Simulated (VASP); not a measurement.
# Ru (P6_3/mmc) in VASP: a series of runs

Ru is run at these levels: PBEsol; tasks: single point, relaxation of cell and atoms.

Everything below comes from runs of VASP 6.6.1. Logs are shortened: lines on timing, memory, paths and dates and some standing lists are left out, and cuts for length are marked.

### 1 The cell of the first run

Symmetry: P6_3/mmc, No. 194, hexagonal system. Conventional cell: a = 2.689 Å, b = 2.689 Å, c = 4.254 Å, α = 90.00°, β = 90.00°, γ = 120.00°. Ru (site symmetry -6m2) has 12 Ru at 2.63 to 2.69 Å within 3.5 Å.

### 2 Single point, PBEsol

File INCAR:

```
PREC     = Accurate       # precision mode
ENCUT    = 520            # plane-wave cutoff, eV
EDIFF    = 1E-6           # SCF threshold, eV
ISMEAR   = 0              # smearing method
SIGMA    = 0.05           # smearing width, eV
LREAL    = F              # projectors in reciprocal space
LASPH    = T              # aspherical terms in the spheres
NELM     = 100            # most SCF steps
ALGO     = Normal         # electronic algorithm
ISIF     = 2              # what is computed and relaxed
LWAVE    = F              # write WAVECAR
LCHARG   = F              # write CHGCAR
GGA      = PS             # functional
NBANDS   = 21             # bands
```

File KPOINTS:

```
Automatic mesh
0
Gamma
  18 18 10
```

File POSCAR:

```
Ru
1.0
    2.6887303553      0.0000000000      0.0000000000
   -1.3443651777      2.3285087916      0.0000000000
    0.0000000000      0.0000000000      4.2536191162
Ru
2
Direct
    0.3333333333      0.6666666667      0.7500000000
    0.6666666667      0.3333333333      0.2500000000
```

Potentials or basis: VASP PAW PBE potentials, release 64 (Ru_pv).

Started as:

```sh
$ cat potpaw_PBE.64/Ru_pv/POTCAR > POTCAR
$ mpirun -np 1 vasp_std > vasp.out
```

OUTCAR:

```text
PREC = Accurate
   ENCUT = 520
   EDIFF = 1E-6
   ISMEAR = 0
   LREAL = F
   LASPH = T
   NELM = 100
   ISIF = 2
   GGA = PS

 ion  position               nearest neighbor table
   1  0.333  0.667  0.750-   2 2.63   2 2.63   2 2.63   2 2.63   2 2.63   2 2.63
   2  0.667  0.333  0.250-   1 2.63   1 2.63   1 2.63   1 2.63   1 2.63   1 2.63

  LATTYP: Found a hexagonal cell.
 ALAT       =     2.6887303553
 C/A-ratio  =     1.5820177385

  Lattice vectors:

 A1 = (   2.6887303553,   0.0000000000,   0.0000000000)
 A2 = (  -1.3443651777,   2.3285087916,   0.0000000000)
 A3 = (   0.0000000000,   0.0000000000,   4.2536191162)

Analysis of symmetry for initial positions (statically):
=====================================================================
 Subroutine PRICEL returns:
 Original cell was already a primitive cell.

 Routine SETGRP: Setting up the symmetry group for a
 hexagonal supercell.

 Subroutine GETGRP returns: Found 24 space group operations
 (whereof 12 operations were pure point group operations)
 out of a pool of 24 trial point group operations.

The static configuration has the point symmetry D_3d.
 The point group associated with its full space group is D_6h.

Analysis of symmetry for dynamics (positions and initial velocities):
=====================================================================
 Subroutine PRICEL returns:
 Original cell was already a primitive cell.

 Routine SETGRP: Setting up the symmetry group for a
 hexagonal supercell.

 Subroutine GETGRP returns: Found 24 space group operations
 (whereof 12 operations were pure point group operations)
 out of a pool of 24 trial point group operations.

The dynamic configuration has the point symmetry D_3d.
 The point group associated with its full space group is D_6h.

 Subroutine INISYM returns: Found 24 space group operations
 (whereof 12 operations are pure point group operations),
 and found     1 'primitive' translations

----------------------------------------------------------------------------------------

                                     Primitive cell

  volume of cell :      26.6308

  direct lattice vectors                    reciprocal lattice vectors
[... 75 lines left out ...]
   NGX,Y,Z   is equivalent  to a cutoff of  12.37, 12.37, 12.51 a.u.
   NGXF,Y,Z  is equivalent  to a cutoff of  24.73, 24.73, 25.01 a.u.
 SYSTEM =  unknown system
   PREC   = accura    normal or accurate (medium, high low for compatibility)
   ISTART =      0    job   : 0-new  1-cont  2-samecut
   ICHARG =      2    charge: 1-file 2-atom 10-const
   ISPIN  =      1    spin polarized calculation?
   LNONCOLLINEAR =      F non collinear calculations
   LSORBIT =      F    spin-orbit coupling
   LASPH  =      T    aspherical Exc in radial PAW
   ENCUT  =  520.0 eV  38.22 Ry    6.18 a.u.   5.00  5.00  7.91*2*pi/ulx,y,z
   NELM   =    100;   NELMIN=  2; NELMDL= -5     # of ELM steps
   EDIFF  = 0.1E-05   stopping-criterion for ELM
   LREAL  =      F    real-space projection
   EDIFFG = 0.1E-04   stopping-criterion for IOM
   NSW    =      0    number of steps for IOM
   IBRION =     -1    ionic relax: 0-MD 1-quasi-New 2-CG
   NFREE  =      0    steps in history (QN), initial steepest desc. (CG)
   ISIF   =      2    stress and relaxation
   ISYM   =      2    0-nonsym 1-usesym 2-fastsym
   POTIM  = 0.5000    time-step for ionic-motion
   TEBEG  =    0.0;   TEEND  =   0.0 temperature during run
   PSTRESS=    0.0 pullay stress
   NELECT =      28.0000    total number of electrons
   NUPDOWN=      -1.0000    fix difference up-down
   EMIN   =  10.00;   EMAX   =-10.00  energy-range for DOS
   EFERMI =   0.00;   METHOD = LEGACY
   ISMEAR =     0;   SIGMA  =   0.05  broadening in eV -4-tet -1-fermi 0-gaus
   EFERMI_NEDOS =   21; number of points for ismear=-14 and -15
   IALGO  =     38    algorithm
   IMIX   =      4    mixing-type and parameters
     AMIX     =   0.40;   BMIX     =  1.00
     AMIX_MAG =   1.60;   BMIX_MAG =  1.00
  volume/ion in A,a.u.               =      13.32        89.86
  Fermi-wavevector in a.u.,A,eV,Ry     =   1.664688  3.145805 37.704291  2.771187
  Thomas-Fermi vector in A             =   2.751189
   LORBIT       =      0    0 simple, 1 ext, 2 COOP (PROOUT), +10 PAW based schemes
   GGA     = PS    functional components
   LHFCALC =     F    Hartree Fock is set to
   AEXX    =    0.0000 exact exchange contribution
   IVDW    =     0    specifies the selected vdW correction
   LEPSILON=     F    determine dielectric tensor
   LRPA    =     F    only Hartree local field effects (RPA)
 non-spin polarized calculation
 Gauss-broadening in eV      SIGMA  =   0.05
  energy-cutoff  :      520.00
  volume of cell :       26.63
 maximum number of plane-waves:       744
 NGX is ok and might be reduce to    20
   NGX =  9   NGY =  9   NGZ = 15

 number of electron      27.9999997 magnetization

 Free energy of the ion-electron system (eV)
  ---------------------------------------------------
  ext. energy  EPLUGINS =         0.00000000
  ---------------------------------------------------
  free energy    TOTEN  =       -20.34161266 eV

  energy without entropy =      -20.33915836  energy(sigma->0) =      -20.34038551

 E-fermi :  13.0460     XC(G=0): -14.4012

 val. band max:       13.0409872681   @ k =   0.3333   0.1111   0.3000
 cond. band min:      13.0478209526   @ k =   0.1667   0.0000   0.4000
 fundamental gap:      0.0068336845
 Fermi energy:        13.0459781704

 k-point     1 :       0.0000    0.0000    0.0000
  band No.  band energies     occupation
      1     -30.6190      2.00000
      2     -29.6175      2.00000
      3     -29.6175      2.00000
      4     -29.4355      2.00000
      5     -29.4355      2.00000
      6     -29.3919      2.00000
[... 565 lines left out ...]
     20      23.3163      0.00000
     21      24.3522      0.00000

 [... further k-points ...]
[... 5 lines left out ...]
  --------------------------------------------------------------------------------------
  -------------------------------------------------------------------------------------
  Total        0.0031553      0.0031553      0.0034412     -0.0000000     -0.0000000     -0.0000000
  in kB        0.1898312      0.1898312      0.2070294     -0.0000000     -0.0000000     -0.0000000
  external PRESSURE =       0.1955639 kB  Pullay stress =       0.0000000 kB

 VOLUME and BASIS-vectors are now :
 -----------------------------------------------------------------------------
  energy-cutoff  :      520.00
  volume of cell :       26.63
      direct lattice vectors                 reciprocal lattice vectors
     2.688730355  0.000000000  0.000000000     0.371922755  0.214729702  0.000000000
    -1.344365178  2.328508792  0.000000000     0.000000000  0.429459405  0.000000000
     0.000000000  0.000000000  4.253619116     0.000000000  0.000000000  0.235093922

 POSITION                                       TOTAL-FORCE (eV/Angst)
 -----------------------------------------------------------------------------------
     -0.00000      1.55234      3.19021         0.000000     -0.000000      0.000000
      1.34437      0.77617      1.06340        -0.000000      0.000000      0.000000
 -----------------------------------------------------------------------------------
    total drift:                                0.000000     -0.000000      0.000000

  FREE ENERGIE OF THE ION-ELECTRON SYSTEM (eV)
  ---------------------------------------------------
  free  energy   TOTEN  =       -20.3416126619 eV

  energy  without entropy=      -20.3391583553  energy(sigma->0) =      -20.34038551
```

OSZICAR:

```text
N       E                     dE             d eps       ncg     rms          rms(c)
DAV:   1     0.284354249107E+03    0.28435E+03   -0.17512E+04  9340   0.149E+03
DAV:   2    -0.160348433301E+02   -0.30039E+03   -0.29114E+03  9522   0.446E+02
DAV:   3    -0.218867864486E+02   -0.58519E+01   -0.58159E+01 10949   0.695E+01
DAV:   4    -0.219303746428E+02   -0.43588E-01   -0.43521E-01 11629   0.572E+00
DAV:   5    -0.219309503885E+02   -0.57575E-03   -0.57176E-03 10630   0.590E-01    0.202E+01
DAV:   6    -0.204389867757E+02    0.14920E+01   -0.33122E+00 10954   0.177E+01    0.527E+00
DAV:   7    -0.203526370137E+02    0.86350E-01   -0.62654E-01 10679   0.552E+00    0.944E-01
DAV:   8    -0.203432889812E+02    0.93480E-02   -0.16558E-02 10154   0.120E+00    0.486E-01
DAV:   9    -0.203415997096E+02    0.16893E-02   -0.15704E-03 10752   0.434E-01    0.325E-02
DAV:  10    -0.203416135223E+02   -0.13813E-04   -0.65942E-05 10462   0.840E-02    0.190E-02
DAV:  11    -0.203416126619E+02    0.86036E-06   -0.58651E-06 10484   0.233E-02
   1 F= -.20341613E+02 E0= -.20340386E+02  d E =-.245431E-02
```

stdout:

```text
POSCAR found type information on POSCAR Ru
 POSCAR found :  1 types and       2 ions
 scaLAPACK will be used
 -----------------------------------------------------------------------------
|                                                                             |
|                                                                             |
|     You enforced a specific xc type in the INCAR file but a different       |
|     I HOPE YOU KNOW WHAT YOU ARE DOING!                                     |
|                                                                             |
 -----------------------------------------------------------------------------

 LDA part: xc-table for (Slater+PW92), standard interpolation
 POSCAR, INCAR and KPOINTS ok, starting setup
 FFT: planning ... GRIDC
 FFT: planning ... GRID_SOFT
 FFT: planning ... GRID
 WAVECAR not read
 entering main loop
```

Wall time 57 s (1 thread of Intel Xeon Platinum 8259CL at 2.50GHz (Skylake/Cascade Lake), shared host); peak memory 0.21 GiB.

Results:

```yaml
Free_energy: -20.3416 eV
Pressure: 0.0 GPa
Band_gap_on_the_k_mesh: zero (band 14 reaches 14.58 eV, above the bottom of band 15 at 11.36 eV)
```

Caveat: the PAW data sets were made with another functional, which shifts forces and pressure a little.

### 3 Relaxation of cell and atoms, PBEsol

This run uses another cell than the first one, of 13.50 Å³/atom, 1.014 times its volume.

File INCAR:

```
SYSTEM = Ru
  PREC = Accurate
  ENCUT = 600
  EDIFF = 1E-6
  ISMEAR = 0
  SIGMA = 0.05
  LREAL = .False.
  LASPH = .True.
  NELM = 80
  ALGO = Normal
  ISIF = 3
  LWAVE = .False.
  LCHARG = .False.
  GGA = PS
  IBRION = 2
  NSW = 80
  EDIFFG = -0.01
```

File KPOINTS:

```
Automatic mesh
0
Gamma
  18 18 10
  0 0 0
```

File POSCAR:

```
Ru
1.0
    2.7000000000      0.0000000000      0.0000000000
   -1.3500000000      2.3382685902      0.0000000000
    0.0000000000      0.0000000000      4.2768000000
Ru
2
Direct
    0.3333333333      0.6666666667      0.7500000000
    0.6666666667      0.3333333333      0.2500000000
```

Potentials or basis: VASP PAW PBE potentials, release 64 (Ru_pv).

Started as:

```sh
$ cat potpaw_PBE.64/Ru_pv/POTCAR > POTCAR
$ mpirun -np 1 vasp_std > vasp.out
```

Run time: 3.9 min. Hardware: 1 thread of Intel Xeon Platinum 8259CL at 2.50GHz (Skylake/Cascade Lake), shared host; peak memory 0.25 GiB.

The run converged. Its results:

| Quantity | Value |
| --- | --- |
| Free energy | -20.3426 eV |
| Relaxed volume | 13.32 Å³/atom |
| Relaxed cell | a = 2.689 Å, b = 2.689 Å, c = 4.254 Å, α = 90.00°, β = 90.00°, γ = 120.00° |
| Space group after relaxing (to 0.05 Å) | P6_3/mmc (No. 194) |
| Energy gained by relaxing | 2.8 meV/atom |
| Ionic steps | 7 |
| Pressure after relaxing | 0.0 GPa |
| Band gap on the k mesh | zero (band 14 reaches 14.58 eV, above the bottom of band 15 at 11.36 eV) |

The path:
```
step  energy change (eV)  largest force (eV/Å)  pressure (GPa)  volume (Å³)
   1              0.0000                0.0000           -4.71        27.00
   2              0.0534                0.0000           17.18        25.48
   3             -0.0056                0.0000           -0.12        26.63
   4             -0.0056                0.0000            0.00        26.62
   5             -0.0056                0.0000            0.10        26.62
   6             -0.0056                0.0000           -0.27        26.65
   7             -0.0056                0.0000           -0.02        26.63
```

Final structure:
```
Ru
1.0
     2.68858    0.00000    0.00000
    -1.34429    2.32838    0.00000
     0.00000    0.00000    4.25407
Ru
2
Cartesian
  0.0000 1.5523 3.1906
  1.3443 0.7761 1.0635
```

Levels at points of the mesh, in eV from the Fermi level:
| k point | band 11 | band 12 | band 13 | band 14 | band 15 | band 16 | band 17 | band 18 |
| --- | --- | --- | --- | --- | --- | --- | --- | --- |
| (0.00, 0.00, 0.00) | -2.49 | -1.96 | -1.96 | -1.42 | -1.42 | 1.24 | 1.24 | 1.27 |
| (0.50, 0.00, 0.00) | -2.13 | -1.85 | -1.56 | 1.50 | 1.94 | 2.01 | 4.18 | 6.25 |
| (0.00, 0.00, 0.50) | -2.84 | -2.84 | -2.79 | -2.79 | 0.59 | 0.59 | 0.59 | 0.59 |
| (0.50, 0.00, 0.50) | -1.08 | -1.08 | 0.46 | 0.46 | 1.77 | 1.77 | 3.46 | 3.46 |

Caveat: the PAW data sets were made with another functional, which shifts forces and pressure a little.
